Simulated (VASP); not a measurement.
N: single point with PBE+D3(BJ)

Crystal: N.

```
N
1.0
     1.40837    0.81312    2.39780
    -1.40837    0.81312    2.39780
     0.00000   -1.62625    2.39780
N
2
Direct
  0.23620 0.23620 0.23620
  0.76380 0.76380 0.76380
```

```yaml
Program: VASP 6.6.1
Task: single point
Functional: PBE
Dispersion: D3(BJ)
Potentials_or_basis: VASP PAW PBE potentials, release 64 (N)
Cutoff: 600 eV
k_mesh: 6 × 6 × 6
Occupations: gaussian, width 0.1 eV
Spin: no spin polarisation
Dipole_correction: no
Further_INCAR_settings: ALGO = Normal; EDIFF = 1e-06; NBANDS = 12
```

- Pressure: -33.6 GPa
- Largest force: 4.294 eV/Å
- Band gap on the k mesh: 0.41 eV (least direct gap 0.55 eV)
- Dispersion energy per atom: -0.154 eV

Forces on the atoms (eV/Å):
```
N    0.000  0.000 -4.294
N    0.000  0.000  4.294
```

Stress tensor (GPa, compression positive):
```
-38.96   0.00   0.00
  0.00 -38.96   0.00
  0.00   0.00 -22.81
```

Levels at points of the mesh, in eV from the valence-band top:
| k point | band 2 | band 3 | band 4 | band 5 | band 6 | band 7 | band 8 | band 9 |
| --- | --- | --- | --- | --- | --- | --- | --- | --- |
| (0.00, 0.00, 0.00) | -6.40 | -2.46 | -2.40 | -2.40 | 2.99 | 3.25 | 3.25 | 18.04 |
| (0.50, 0.00, 0.00) | -14.07 | -2.16 | -1.82 | -0.13 | 0.41 | 0.95 | 1.07 | 17.78 |
| (0.50, 0.50, 0.00) | -10.97 | -7.62 | -4.84 | -4.81 | 4.25 | 4.73 | 5.85 | 11.72 |
| (0.50, 0.50, 0.50) | -13.19 | -1.51 | -1.51 | -0.17 | 0.46 | 0.46 | 1.45 | 17.55 |

Run time: 13 s on 1 thread of AMD EPYC 7R43 64-Core Processor (Zen 3) (shared host), peak memory 0.11 GiB.

Caveat: the k points lie up to 0.45 Å⁻¹ apart; forces of over 1 eV/Å act on the atoms, so gaps and moduli don't describe the material at rest. A k mesh can miss the band edges.
